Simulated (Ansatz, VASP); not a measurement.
## Two plane-wave programs on LiBr

The input INCAR:

```
SYSTEM = LiBr
PREC     = Accurate       ! precision mode
ENCUT    = 750            ! plane-wave cutoff, eV
EDIFF    = 1E-6           ! SCF threshold, eV
ISMEAR   = 0              ! smearing method
SIGMA    = 0.02           ! smearing width, eV
LREAL    = .False.        ! projectors in reciprocal space
LASPH    = .True.         ! aspherical terms in the spheres
NELM     = 120            ! most SCF steps
ALGO     = Normal         ! electronic algorithm
ISIF     = 2              ! what is computed and relaxed
LWAVE    = .False.        ! write WAVECAR
LCHARG   = .False.        ! write CHGCAR
GGA      = PE             ! functional
NBANDS   = 12             ! bands
GGA_COMPAT= .False.
```

KPOINTS

```
regular mesh
0
Gamma
  8 8 8
  0 0 0
```

File POSCAR:

```
LiBr
1.0
    0.0000000000      2.7275697123      2.7275697123
    2.7275697123      0.0000000000      2.7275697123
    2.7275697123      2.7275697123      0.0000000000
Li Br
1 1
Direct
    0.0000000000      0.0000000000      0.0000000000
    0.5000000000      0.5000000000      0.5000000000
```

Input for Ansatz:

```yaml
crystal:
  lattice:
    - [0.0, 2.7275697123, 2.7275697123]
    - [2.7275697123, 0.0, 2.7275697123]
    - [2.7275697123, 2.7275697123, 0.0]
  atoms:
    - { symbol: Li, position: [0.0, 0.0, 0.0] }
    - { symbol: Br, position: [0.5, 0.5, 0.5] }
basis:
  ecutwfc: 420
kpoints:
  mp_grid: { grid: [8, 8, 8] }
hamiltonian:
  xc: pbe
scf:
  occupations: { method: gaussian, width: 0.02 }
output:
  forces: true
  stress: true
  eigenvalues: true
```

Alike in both runs: task single point; functional PBE; k mesh 8 × 8 × 8; occupations gaussian, width 0.02 eV; no spin polarisation.

```csv
,VASP,Ansatz
version,VASP 6.6.1,Ansatz 0.2.0
potentials or method,"VASP PAW PBE potentials, release 64 (Li_sv, Br), cutoff 750 eV","scalar-relativistic, plane waves, PAW"
valence electrons in the cell,10,10
```

|  | VASP | Ansatz | Ansatz less VASP |
| --- | --- | --- | --- |
| gap on the k mesh at the Fermi level (eV) | 5.05 | 5.05 | -0.003 |
| least direct gap on the mesh (eV) | 5.05 | 5.05 | -0.003 |
| pressure (GPa) | 0.8 | 0.8 | +0.05 |

With one functional, cell and mesh, what is left measures potentials, basis and numerics.
